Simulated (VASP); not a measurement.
# Mg in VASP: notebook

Mg is run at these levels: PBE; tasks: single point, relaxation of cell and atoms.

Program: VASP 6.6.1. These are calculated values, not measurements. Logs are shortened: lines on timing, memory, paths and dates and some standing lists are left out, and cuts for length are marked.

## (1) The cell of the first run

Symmetry: Immm, No. 71, orthorhombic system. Conventional cell: a = 3.137 Å, b = 3.254 Å, c = 4.549 Å, α = 90.00°, β = 90.00°, γ = 90.00°. Within 4.1 Å of Mg (site symmetry mmm) lie 12 Mg at 3.14 to 3.25 Å.

The cell was generated, and may not be a known phase.

## (2) Single point, PBE

INCAR

```
PREC = Accurate
ENCUT = 520
EDIFF = 1E-7
ISMEAR = 0
SIGMA = 0.1
LREAL = False
LASPH = True
NELM = 100
ALGO = Fast
ISIF = 2
LWAVE = False
LCHARG = False
GGA = PE
NBANDS = 7
```

KPOINTS

```
Automatic mesh
0
Gamma
  8 8 8
```

POSCAR

```
Mg
1.0
   -1.5686078264      1.6270628233      2.2746572682
    1.5686078264     -1.6270628233      2.2746572682
    1.5686078264      1.6270628233     -2.2746572682
Mg
1
Direct
    0.0000000000      0.5000000000      0.5000000000
```

Potentials or basis: VASP PAW PBE potentials, release 64 (Mg).

On the command line:

```sh
cat potpaw_PBE.64/Mg/POTCAR > POTCAR
mpirun -np 1 vasp_std > vasp.out
```

OUTCAR:

```text
PREC = Accurate
   ENCUT = 520
   EDIFF = 1E-7
   ISMEAR = 0
   LREAL = False
   LASPH = True
   NELM = 100
   ISIF = 2
   GGA = PE

 ion  position               nearest neighbor table
   1  0.000  0.500  0.500-

  LATTYP: Found a body centered orthorhombic cell.
 ALAT       =     3.1372156528
 B/A-ratio  =     1.0372655267
 C/A-ratio  =     1.4501121504

  Lattice vectors:

 A1 = (  -1.5686078264,   1.6270628233,   2.2746572682)
 A2 = (   1.5686078264,  -1.6270628233,   2.2746572682)
 A3 = (   1.5686078264,   1.6270628233,  -2.2746572682)

Analysis of symmetry for initial positions (statically):
=====================================================================
 Subroutine PRICEL returns:
 Original cell was already a primitive cell.

 Routine SETGRP: Setting up the symmetry group for a
 body centered orthorhombic supercell.

 Subroutine GETGRP returns: Found  8 space group operations
 (whereof  8 operations were pure point group operations)
 out of a pool of  8 trial point group operations.

The static configuration has the point symmetry D_2h.

Analysis of symmetry for dynamics (positions and initial velocities):
=====================================================================
 Subroutine PRICEL returns:
 Original cell was already a primitive cell.

 Routine SETGRP: Setting up the symmetry group for a
 body centered orthorhombic supercell.

 Subroutine GETGRP returns: Found  8 space group operations
 (whereof  8 operations were pure point group operations)
 out of a pool of  8 trial point group operations.

The dynamic configuration has the point symmetry D_2h.

 Subroutine INISYM returns: Found  8 space group operations
 (whereof  8 operations are pure point group operations),
 and found     1 'primitive' translations

----------------------------------------------------------------------------------------

                                     Primitive cell

  volume of cell :      23.2217

  direct lattice vectors                    reciprocal lattice vectors
    -1.568607826  1.627062823  2.274657268     0.000000000  0.307302209  0.219813335
     1.568607826 -1.627062823  2.274657268     0.318753988  0.000000000  0.219813335
     1.568607826  1.627062823 -2.274657268     0.318753988  0.307302209  0.000000000

  length of vectors
     3.206544812  3.206544812  3.206544812     0.377826084  0.387197633  0.442762637

  position of ions in fractional coordinates (direct lattice)
     0.000000000  0.500000000  0.500000000

  ion indices of the primitive-cell ions
   primitive index   ion index
                 1           1

----------------------------------------------------------------------------------------

 KPOINTS: Automatic mesh

Automatic generation of k-mesh.
 Grid dimensions read from file:
 generate k-points for:    8    8    8

 Generating k-lattice:

  Cartesian coordinates                     Fractional coordinates (reciprocal lattice)
     0.000000000  0.038412776  0.027476667     0.125000000  0.000000000 -0.000000000
     0.039844248  0.000000000  0.027476667     0.000000000  0.125000000  0.000000000
     0.039844248  0.038412776  0.000000000    -0.000000000  0.000000000  0.125000000

  Length of vectors
     0.047228261  0.048399704  0.055345330

  Shift w.r.t. Gamma in fractional coordinates (k-lattice)
     0.000000000  0.000000000  0.000000000

 Subroutine IBZKPT returns following result:
 ===========================================

 Found     95 irreducible k-points:

 Following reciprocal coordinates:
            Coordinates               Weight
  0.000000  0.000000  0.000000      1.000000
  0.125000  0.000000  0.000000      4.000000
  0.250000  0.000000  0.000000      4.000000
  0.375000  0.000000  0.000000      4.000000
  0.500000  0.000000  0.000000      2.000000
  0.000000  0.125000  0.000000      4.000000
[... 16 lines left out ...]
  0.125000  0.375000  0.000000      8.000000
  0.250000  0.375000  0.000000      8.000000
 [... further k-points ...]
   k-points           NKPTS =     95   k-points in BZ     NKDIM =     95   number of bands    NBANDS=      7
   number of dos      NEDOS =    301   number of ions     NIONS =      1
   total plane-waves  NPLWV =  13824
   dimension x,y,z NGX =    24 NGY =   24 NGZ =   24
   dimension x,y,z NGXF=    48 NGYF=   48 NGZF=   48
   ions per type =               1
   NGX,Y,Z   is equivalent  to a cutoff of  12.44, 12.44, 12.44 a.u.
   NGXF,Y,Z  is equivalent  to a cutoff of  24.89, 24.89, 24.89 a.u.
 SYSTEM =  unknown system
   PREC   = accura    normal or accurate (medium, high low for compatibility)
   ISTART =      0    job   : 0-new  1-cont  2-samecut
   ICHARG =      2    charge: 1-file 2-atom 10-const
   ISPIN  =      1    spin polarized calculation?
   LNONCOLLINEAR =      F non collinear calculations
   LSORBIT =      F    spin-orbit coupling
   LASPH  =      T    aspherical Exc in radial PAW
   ENCUT  =  520.0 eV  38.22 Ry    6.18 a.u.   5.96  5.96  5.96*2*pi/ulx,y,z
   NELM   =    100;   NELMIN=  2; NELMDL= -5     # of ELM steps
   EDIFF  = 0.1E-06   stopping-criterion for ELM
   LREAL  =      F    real-space projection
   EDIFFG = 0.1E-05   stopping-criterion for IOM
   NSW    =      0    number of steps for IOM
   IBRION =     -1    ionic relax: 0-MD 1-quasi-New 2-CG
   NFREE  =      0    steps in history (QN), initial steepest desc. (CG)
   ISIF   =      2    stress and relaxation
   ISYM   =      2    0-nonsym 1-usesym 2-fastsym
   POTIM  = 0.5000    time-step for ionic-motion
   TEBEG  =    0.0;   TEEND  =   0.0 temperature during run
   PSTRESS=    0.0 pullay stress
   NELECT =       2.0000    total number of electrons
   NUPDOWN=      -1.0000    fix difference up-down
   EMIN   =  10.00;   EMAX   =-10.00  energy-range for DOS
   EFERMI =   0.00;   METHOD = LEGACY
   ISMEAR =     0;   SIGMA  =   0.10  broadening in eV -4-tet -1-fermi 0-gaus
   EFERMI_NEDOS =   21; number of points for ismear=-14 and -15
   IALGO  =     68    algorithm
   IMIX   =      4    mixing-type and parameters
     AMIX     =   0.40;   BMIX     =  1.00
     AMIX_MAG =   1.60;   BMIX_MAG =  1.00
  volume/ion in A,a.u.               =      23.22       156.71
  Fermi-wavevector in a.u.,A,eV,Ry     =   0.722969  1.366214  7.111559  0.522685
  Thomas-Fermi vector in A             =   1.813067
   LORBIT       =      0    0 simple, 1 ext, 2 COOP (PROOUT), +10 PAW based schemes
   GGA     = PE    functional components
   LHFCALC =     F    Hartree Fock is set to
   AEXX    =    0.0000 exact exchange contribution
   IVDW    =     0    specifies the selected vdW correction
   LEPSILON=     F    determine dielectric tensor
   LRPA    =     F    only Hartree local field effects (RPA)
 non-spin polarized calculation
 RMM-DIIS sequential band-by-band and
 Gauss-broadening in eV      SIGMA  =   0.10
  energy-cutoff  :      520.00
  volume of cell :       23.22
 maximum number of plane-waves:       636
   NGX = 11   NGY = 11   NGZ = 11

 number of electron       2.0000000 magnetization

 Free energy of the ion-electron system (eV)
  ---------------------------------------------------
  ext. energy  EPLUGINS =         0.00000000
  ---------------------------------------------------
  free energy    TOTEN  =        -1.49694523 eV

  energy without entropy =       -1.49354512  energy(sigma->0) =       -1.49524518

 E-fermi :   2.3550     XC(G=0):  -8.4556

 val. band max:        2.3364485985   @ k =  -0.2500   0.5000   0.1250
 cond. band min:       2.3758471575   @ k =  -0.3750   0.5000   0.1250
 fundamental gap:      0.0393985590
 Fermi energy:         2.3549834720

 k-point     1 :       0.0000    0.0000    0.0000
  band No.  band energies     occupation
      1      -4.3093      2.00000
      2      14.3949      0.00000
      3      14.7922      0.00000
      4      15.3591      0.00000
      5      16.1791      0.00000
      6      16.3836      0.00000
      7      17.2740      0.00000

 k-point     2 :       0.1250    0.0000    0.0000
  band No.  band energies     occupation
      1      -3.9732      2.00000
      2      11.0719      0.00000
      3      14.0776      0.00000
      4      14.7855      0.00000
      5      16.5878      0.00000
      6      17.7102      0.00000
      7      18.4024      0.00000

 k-point     3 :       0.2500    0.0000    0.0000
  band No.  band energies     occupation
      1      -2.9716      2.00000
      2       7.2055      0.00000
      3      13.5306      0.00000
      4      14.2112      0.00000
      5      16.1725      0.00000
      6      16.8813      0.00000
      7      17.2491      0.00000

 k-point     4 :       0.3750    0.0000    0.0000
  band No.  band energies     occupation
      1      -1.3247      2.00000
      2       3.8085      0.00000
      3      13.4439      0.00000
      4      14.0877      0.00000
      5      15.2276      0.00000
      6      15.7289      0.00000
      7      16.1555      0.00000

 k-point     5 :       0.5000    0.0000    0.0000
  band No.  band energies     occupation
      1       0.7886      2.00000
      2       1.1094      2.00000
      3      13.6320      0.00000
      4      14.2620      0.00000
      5      14.4946      0.00000
      6      14.9999      0.00000
      7      16.2927      0.00000

 k-point     6 :       0.0000    0.1250    0.0000
  band No.  band energies     occupation
      1      -3.9563      2.00000
      2      11.7556      0.00000
      3      13.7908      0.00000
      4      14.3088      0.00000
      5      16.3773      0.00000
      6      17.3842      0.00000
      7      18.1513      0.00000

 k-point     7 :       0.1250    0.1250    0.0000
  band No.  band energies     occupation
      1      -3.3953      2.00000
      2       9.7644      0.00000
      3      11.1735      0.00000
      4      15.6765      0.00000
      5      16.4280      0.00000
      6      17.0045      0.00000
      7      17.7367      0.00000
[... 121 lines left out ...]
 k-point    20 :      -0.2500    0.2500    0.0000
  band No.  band energies     occupation
      1      -2.4771      2.00000
      2      10.3261      0.00000
      3      10.8669      0.00000
      4      11.0727      0.00000
      5      11.3564      0.00000
      6      14.0197      0.00000
      7      22.3103      0.00000

 k-point    21 :      -0.1250    0.2500    0.0000
  band No.  band energies     occupation
      1      -3.0226      2.00000
      2       9.2147      0.00000
      3      11.9162      0.00000
      4      12.8927      0.00000
      5      14.1611      0.00000
      6      16.1784      0.00000
      7      18.9317      0.00000

 k-point    22 :       0.0000    0.3750    0.0000
  band No.  band energies     occupation
      1      -1.1792      2.00000
      2       4.2083      0.00000
      3      13.1765      0.00000
      4      13.5449      0.00000
      5      15.0745      0.00000
      6      15.1528      0.00000
      7      15.7251      0.00000

 k-point    23 :       0.1250    0.3750    0.0000
  band No.  band energies     occupation
      1      -0.1992      2.00000
      2       3.4567      0.00000
      3       9.8894      0.00000
      4      12.8573      0.00000
      5      14.1955      0.00000
      6      15.9148      0.00000
      7      17.9225      0.00000

 k-point    24 :       0.2500    0.3750    0.0000
  band No.  band energies     occupation
      1       1.3931      2.00000
      2       3.3055      0.00000
      3       6.5982      0.00000
      4      11.2412      0.00000
      5      12.4797      0.00000
      6      18.8821      0.00000
      7      20.5382      0.00000

 [... further k-points ...]

------------------------ aborting loop because EDIFF is reached ----------------------------------------

  FORCE on cell =-STRESS in cart. coord.  units (eV):
  Direction    XX          YY          ZZ          XY          YZ          ZX
  --------------------------------------------------------------------------------------
  -------------------------------------------------------------------------------------
  Total       -0.0695587     -0.0386034      0.0235780      0.0000000      0.0000000      0.0000000
  in kB       -4.7991840     -2.6634282      1.6267576      0.0000000      0.0000000      0.0000000
  external PRESSURE =      -1.9452849 kB  Pullay stress =       0.0000000 kB

 VOLUME and BASIS-vectors are now :
 -----------------------------------------------------------------------------
  energy-cutoff  :      520.00
  volume of cell :       23.22
      direct lattice vectors                 reciprocal lattice vectors
    -1.568607826  1.627062823  2.274657268     0.000000000  0.307302209  0.219813335
     1.568607826 -1.627062823  2.274657268     0.318753988  0.000000000  0.219813335
     1.568607826  1.627062823 -2.274657268     0.318753988  0.307302209  0.000000000

 POSITION                                       TOTAL-FORCE (eV/Angst)
 -----------------------------------------------------------------------------------
      1.56861      0.00000      0.00000         0.000000     -0.000000     -0.000000
 -----------------------------------------------------------------------------------
    total drift:                                0.000000      0.000000      0.000000

  FREE ENERGIE OF THE ION-ELECTRON SYSTEM (eV)
  ---------------------------------------------------
  free  energy   TOTEN  =        -1.4969452312 eV

  energy  without entropy=       -1.4935451241  energy(sigma->0) =       -1.49524518
```

It took 7.8 s on 1 thread of Intel Xeon 8259CL, shared host; peak memory 0.14 GiB.

Results:

| Quantity | Value |
| --- | --- |
| Free energy | -1.4969 eV |
| Pressure | -0.2 GPa |
| Band gap on the k mesh | zero (bands 1 and 2 overlap by 2.85 eV) |

Levels at points of the mesh, in eV from the Fermi level:
```csv
k point,band 1,band 2,band 3,band 4,band 5
"(0.00, 0.00, 0.00)",-6.66,12.04,12.44,13.00,13.82
"(0.50, 0.00, 0.00)",-1.57,-1.25,11.28,11.91,12.14
"(0.00, 0.50, 0.00)",-1.38,-0.91,11.07,11.42,11.88
"(0.50, 0.50, 0.00)",0.02,1.04,6.26,7.05,7.08
"(0.50, 0.50, 0.50)",-0.06,0.93,6.27,6.63,7.71
```

[end of part 1 of 2]

The gap in the log of VASP goes by the Fermi energy; the results here count the filled bands.